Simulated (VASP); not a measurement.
Set up this calculation in VASP 6.6.1, as the native input.

```
Task                   : single point
Functional             : PBE
Potentials or basis    : VASP PAW PBE potentials, release 64 (Re)
Cutoff                 : 600 eV
k mesh                 : 10 × 10 × 5
Occupations            : methfessel-paxton, width 0.1 eV
Spin                   : no spin polarisation
Dipole correction      : no
Further INCAR settings : ALGO = Normal; EDIFF = 1e-06; NBANDS = 14
```

The structure of Re lies in POSCAR:

```
Re
1.0
    2.7234873179      0.0000000000      0.0000000000
   -1.3617436590      2.3586063091      0.0000000000
    0.0000000000      0.0000000000      4.3979466679
Re
2
Direct
    0.3333333333      0.6666666667      0.2500000000
    0.6666666667      0.3333333333      0.7500000000
```

These files were run (other wordings do the same):

INCAR

```
ALGO     = Normal         # electronic algorithm
EDIFF    = 1E-6           # SCF threshold, eV
ENCUT    = 600            # plane-wave cutoff, eV
GGA      = PE             # functional
GGA_COMPAT= F            
ISIF     = 2              # what is computed and relaxed
ISMEAR   = 1              # smearing method
LASPH    = T              # aspherical terms in the spheres
LCHARG   = T              # write CHGCAR
LELF     = T              # ELF
LREAL    = F              # projectors in reciprocal space
LVHAR    = T            
LWAVE    = F              # write WAVECAR
NBANDS   = 14             # bands
NELM     = 120            # most SCF steps
PREC     = Accurate       # precision mode
SIGMA    = 0.1            # smearing width, eV
```

KPOINTS

```
k-points
0
Gamma
  10 10 5
```

Potentials or basis: VASP PAW PBE potentials, release 64 (Re).

Run with:

```console
$ cat potpaw_PBE.64/Re/POTCAR > POTCAR
$ mpirun -np 1 vasp_std > vasp.out
```

It gave:

The pressure is 23.2 GPa and the band gap on the k mesh is zero (bands 7 and 8 overlap by 3.00 eV).

Caveat: the cell stands under pressure; spin-orbit coupling is left out, which moves the levels of the heavy elements.

Run time: 13 s on 1 thread of Intel(R) Xeon(R) Platinum 8488C (Sapphire Rapids), with other jobs on the host, peak memory 0.16 GiB.
